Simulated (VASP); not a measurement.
Write the native input for VASP 6.6.1 that does the following.

- Task: single point
- Functional: PBE
- Potentials or basis: VASP PAW PBE potentials, release 64 (W_sv, Se)
- Cutoff: 520 eV
- k mesh: 12 × 12 × 2
- Occupations: gaussian, width 0.02 eV
- Spin: no spin polarisation
- Dipole correction: no
- Further INCAR settings: ALGO = Normal; EDIFF = 1e-06; NBANDS = 20

The structure of WSe2 lies in POSCAR:

```
WSe2
1.0
    3.3200828448      0.0000000000      0.0000000000
   -1.6600414224      2.8752760862      0.0000000000
    0.0000000000      0.0000000000     16.6542363175
W Se
1 2
Direct
    0.0000000000      0.0000000000      0.0000000000
    0.3333333333      0.6666666667      0.1007757773
    0.3333333333      0.6666666667      0.8992242227
```

The input as run:

INCAR

```
PREC     = Accurate       # precision mode
ENCUT    = 520            # plane-wave cutoff, eV
EDIFF    = 1E-6           # SCF threshold, eV
ISMEAR   = 0              # smearing method
SIGMA    = 0.02           # smearing width, eV
LREAL    = False          # projectors in reciprocal space
LASPH    = True           # aspherical terms in the spheres
NELM     = 60             # most SCF steps
ALGO     = Normal         # electronic algorithm
ISIF     = 2              # what is computed and relaxed
LWAVE    = False          # write WAVECAR
LCHARG   = False          # write CHGCAR
GGA      = PE             # functional
NBANDS   = 20             # bands
```

KPOINTS

```
regular mesh
0
Gamma
  12 12 2
```

Potentials or basis: VASP PAW PBE potentials, release 64 (W_sv, Se).

Launch:

```console
$ cat potpaw_PBE.64/W_sv/POTCAR potpaw_PBE.64/Se/POTCAR > POTCAR
$ mpirun -np 1 vasp_std > vasp.out
```

It gave:

```
Largest force          : 0.044 eV/Å
Band gap on the k mesh : 1.55 eV, direct
```

Caveat: spin-orbit coupling is left out, which moves the levels of the heavy elements.

Wall time 90 s on 1 thread of Intel(R) Xeon(R) 6975P-C (Granite Rapids) (shared host), peak memory 0.35 GiB.
